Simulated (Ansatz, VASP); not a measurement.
Zr2SiC2 in VASP and in Ansatz

File INCAR:

```
SYSTEM = Zr2SiC2
  ALGO = Normal
  EDIFF = 1E-6
  EDIFFG = -0.04
  ENCUT = 600
  GGA = PE
  IBRION = 2
  ISIF = 3
  ISMEAR = 0
  LASPH = .TRUE.
  LCHARG = .FALSE.
  LREAL = .FALSE.
  LWAVE = .FALSE.
  NELM = 80
  NSW = 90
  PREC = Accurate
  SIGMA = 0.1
```

The input KPOINTS:

```
k-points
0
G
  6 6 6
  0 0 0
```

The input POSCAR:

```
Zr2SiC2
1.0
   -2.0268230700      2.0268230700      4.7089077400
    2.0268230700     -2.0268230700      4.7089077400
    2.0268230700      2.0268230700     -4.7089077400
Zr Si C
2 1 2
Direct
    0.6235380200      0.6235380200      0.0000000000
    0.3764619800      0.3764619800      0.0000000000
    0.0000000000      0.0000000000      0.0000000000
    0.2500000000      0.7500000000      0.5000000000
    0.7500000000      0.2500000000      0.5000000000
```

Input for Ansatz:

```yaml
crystal:
  lattice:
    - [-2.02682307, 2.02682307, 4.70890774]
    - [2.02682307, -2.02682307, 4.70890774]
    - [2.02682307, 2.02682307, -4.70890774]
  atoms:
    - { symbol: Zr, position: [0.62353802, 0.62353802, 0.0] }
    - { symbol: Zr, position: [0.37646198, 0.37646198, 0.0] }
    - { symbol: Si, position: [0.0, 0.0, 0.0] }
    - { symbol: C, position: [0.25, 0.75, 0.5] }
    - { symbol: C, position: [0.75, 0.25, 0.5] }
basis:
  ecutwfc: 420
kpoints:
  mp_grid: { grid: [6, 6, 6] }
hamiltonian:
  xc: pbe
scf:
  occupations: { method: gaussian, width: 0.1 }
  lower_state_search: "off"
output:
  forces: true
  stress: true
  eigenvalues: true
relax:
  adjacent_minimum: "off"
  f_tol: 0.04
  max_steps: 70
  cell: { stress_tol: 0.4 }
```

Change from the starting cell: species swapped into the YbGe2Pd2 type (I4/mmm, No. 139).

Alike in both runs: task relaxation of cell and atoms; functional PBE; k mesh 6 × 6 × 6; occupations gaussian, width 0.1 eV; no spin polarisation.

|  | VASP | Ansatz |
| --- | --- | --- |
| version | VASP 6.6.1 | Ansatz 0.2.0 |
| potentials or method | VASP PAW PBE potentials, release 64 (Zr_sv, Si, C), cutoff 600 eV | scalar-relativistic, plane waves, PAW |
| valence electrons in the cell | 36 | 36 |

|  | VASP | Ansatz | Ansatz less VASP |
| --- | --- | --- | --- |
| gap on the k mesh at the Fermi level, each at its own relaxed structure (eV) | none | none | - |
| relaxed volume (Å³/atom) | 16.48 | 16.45 | -0.038 |
| relaxed length of the cell vector where the two differ most in proportion (Å) | 5.832 | 5.813 | -0.0190 |

A gap of «none» marks a metal or a gap that the smearing closes.

The k mesh is coarse, so the values compare programs but aren't converged.
